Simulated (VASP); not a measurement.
The system is InGa2N3.

```
In Ga N
1.0
     3.33211    0.00000    0.00000
    -1.66605    2.88569    0.00000
     0.00000    0.00000    8.09779
In Ga N
1 2 3
Direct
  0.33333 0.66667 0.66411
  0.00000 0.00000 0.99686
  0.66667 0.33333 0.33764
  0.00000 0.00000 0.25037
  0.66667 0.33333 0.59209
  0.33333 0.66667 0.90893
```

* Program: VASP 6.6.1
* Task: relaxation of cell and atoms
* Functional: PBEsol
* Potentials or basis: VASP PAW PBE potentials, release 64 (In_d, Ga_d, N)
* Cutoff: 600 eV
* k mesh: 9 × 9 × 4
* Occupations: fermi-dirac, width 0.03 eV
* Spin: no spin polarisation

At the start: pressure 1.4 GPa; volume 12.98 Å³/atom.

**Question.** How do energy, volume and symmetry change on relaxing?

**Answer.** Over 12 steps the energy falls by 148.3 meV/atom and the volume is 12.69 Å³/atom (-2.2 %); space group P3m1 (No. 156, to 0.1 Å) before and after.

The path:
```csv
step,energy change (eV),largest force (eV/Å),pressure (GPa),volume (Å³)
1,0.0000,4.0440,1.38,77.86
2,-0.6344,1.5468,-4.33,79.13
3,-0.6346,1.5175,-4.28,79.10
4,-0.8556,0.5791,1.63,75.53
5,-0.8560,0.6136,1.37,75.66
6,-0.8741,0.7357,-0.58,76.45
7,-0.8827,0.2863,0.06,76.16
8,-0.8888,0.1016,-0.25,76.29
9,-0.8895,0.0722,-0.38,76.35
10,-0.8899,0.0211,0.26,76.03
11,-0.8901,0.0237,0.04,76.13
12,-0.8901,0.0087,0.00,76.16
```

Final structure:
```
In Ga N
1.0
     3.28913    0.00000    0.00000
    -1.64456    2.84847    0.00000
     0.00000    0.00000    8.12876
In Ga N
1 2 3
Direct
  0.33333 0.66667 0.66853
  0.00000 0.00000 0.01045
  0.66667 0.33333 0.32545
  0.00000 0.00000 0.24953
  0.66667 0.33333 0.56116
  0.33333 0.66667 0.93487
```

Caveat: the PAW data sets were made with another functional, which shifts forces and pressure a little.
